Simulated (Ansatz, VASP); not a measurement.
# GaN: VASP beside Ansatz

Contents of INCAR:

```
PREC     = Accurate       # precision mode
ENCUT    = 600            # plane-wave cutoff, eV
EDIFF    = 1E-6           # SCF threshold, eV
ISMEAR   = 1              # smearing method
SIGMA    = 0.02           # smearing width, eV
LREAL    = F              # projectors in reciprocal space
LASPH    = T              # aspherical terms in the spheres
NELM     = 80             # most SCF steps
ALGO     = Normal         # electronic algorithm
ISIF     = 3              # what is computed and relaxed
LWAVE    = F              # write WAVECAR
LCHARG   = F              # write CHGCAR
GGA      = CA             # functional
IBRION   = 2              # ionic algorithm
NSW      = 80             # ionic steps
EDIFFG   = -0.05          # ionic threshold
```

Contents of KPOINTS:

```
Automatic mesh
0
Gamma
  8 8 8
```

POSCAR

```
GaN
1.0
    0.0000000000      2.2535006100      2.2535006100
    2.2535006100      0.0000000000      2.2535006100
    2.2535006100      2.2535006100      0.0000000000
Ga N
1 1
Direct
    0.0000000000      0.0000000000      0.0000000000
    0.7500000000      0.7500000000      0.7500000000
```

Input for Ansatz:

```yaml
crystal:
  lattice:
    - [0.0, 2.25350061, 2.25350061]
    - [2.25350061, 0.0, 2.25350061]
    - [2.25350061, 2.25350061, 0.0]
  atoms:
    - { symbol: Ga, position: [0.0, 0.0, 0.0] }
    - { symbol: "N", position: [0.75, 0.75, 0.75] }
basis:
  ecutwfc: 571.4391111657479
kpoints:
  mp_grid:
    grid: [8, 8, 8]
hamiltonian:
  xc: lda
  dispersion: none
scf:
  occupations:
    method: cold
    width: 0.02
relax:
  f_tol: 0.05
  cell: {}
```

Alike in both runs: task relaxation of cell and atoms; functional LDA; k mesh 8 × 8 × 8; no spin polarisation.

|  | VASP | Ansatz |
| --- | --- | --- |
| version | VASP 6.6.1 | Ansatz 0.2.0 |
| potentials or method | VASP PAW LDA potentials, release 64 (Ga_d, N), cutoff 600 eV | plane waves, PAW |
| occupations | methfessel-paxton of order 1, width 0.02 eV | cold, width 0.02 eV |
| valence electrons in the cell | 18 | 18 |

Ansatz gave:

* relaxed volume (Å³/atom): 11.05
* relaxed cell length with the largest relative difference (Å): 3.150

Estimate VASP's values.

relaxed volume (Å³/atom): 11.11; relaxed cell length with the largest relative difference (Å): 3.156.

LDA's correlation is that of Perdew and Zunger in VASP and of Perdew and Wang (1992) in Ansatz.
